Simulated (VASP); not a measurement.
## SiNi3: single point with PBEsol

Crystal: SiNi3.

```
Si Ni
1.0
     3.46125    0.00000    0.00000
     0.00000    3.46125    0.00000
     0.00000    0.00000    6.92249
Si Ni
2 6
Direct
  0.00000 0.00000 0.50000
  0.00000 0.00000 0.00000
  0.00000 0.50000 0.25217
  0.00000 0.50000 0.75217
  0.50000 0.00000 0.24783
  0.50000 0.00000 0.74783
  0.50000 0.50000 0.00000
  0.50000 0.50000 0.50000
```

This cell differs from its parent crystal: atoms displaced along a vibrational mode.

```
Program                : VASP 6.6.1
Task                   : single point
Functional             : PBEsol
Potentials or basis    : VASP PAW PBE potentials, release 64 (Si, Ni)
Cutoff                 : 520 eV
k mesh                 : 14 × 14 × 8
Occupations            : gaussian, width 0.15 eV
Spin                   : no spin polarisation
Dipole correction      : no
Further INCAR settings : ALGO = Fast; EDIFF = 1e-06; NBANDS = 44
```

| Quantity | Value |
| --- | --- |
| Pressure | 0.0 GPa |
| Largest force | 0.140 eV/Å |
| Band gap on the k mesh | zero (bands 34 and 35 overlap by 0.25 eV) |

Forces in eV/Å, atoms in the order of the input:
```
Si   0.000  0.000  0.000
Si   0.000  0.000  0.000
Ni   0.000  0.000 -0.140
Ni   0.000  0.000 -0.140
Ni   0.000  0.000  0.140
Ni   0.000  0.000  0.140
Ni   0.000  0.000  0.000
Ni   0.000  0.000  0.000
```

Levels at points of the mesh, in eV from the Fermi level:
| k point | band 32 | band 33 | band 34 | band 35 | band 36 | band 37 |
| --- | --- | --- | --- | --- | --- | --- |
| (0.00, 0.00, 0.00) | -0.31 | 0.02 | 0.02 | 0.02 | 0.02 | 3.76 |
| (0.50, 0.00, 0.00) | -1.02 | -0.59 | 0.02 | 0.68 | 0.68 | 3.76 |
| (0.50, 0.50, 0.00) | -1.02 | -0.53 | -0.23 | -0.23 | -0.23 | 0.68 |
| (0.00, 0.00, 0.50) | -0.57 | 0.02 | 0.02 | 1.42 | 1.42 | 1.42 |
| (0.50, 0.00, 0.50) | -0.88 | -0.51 | -0.51 | 1.44 | 1.44 | 2.11 |
| (0.50, 0.50, 0.50) | -1.13 | -0.53 | -0.53 | 0.22 | 0.22 | 0.22 |

It took 6.1 min on 1 thread of Intel(R) Xeon(R) 6975P-C (Granite Rapids), with other jobs on the host, peak memory 0.55 GiB.

Caveat: the cell differs from its parent crystal (atoms displaced along a vibrational mode); the PAW data sets were made with another functional, which shifts forces and pressure a little. Spin polarisation is off, so any magnetic state and its effect on volume and gap are missing.
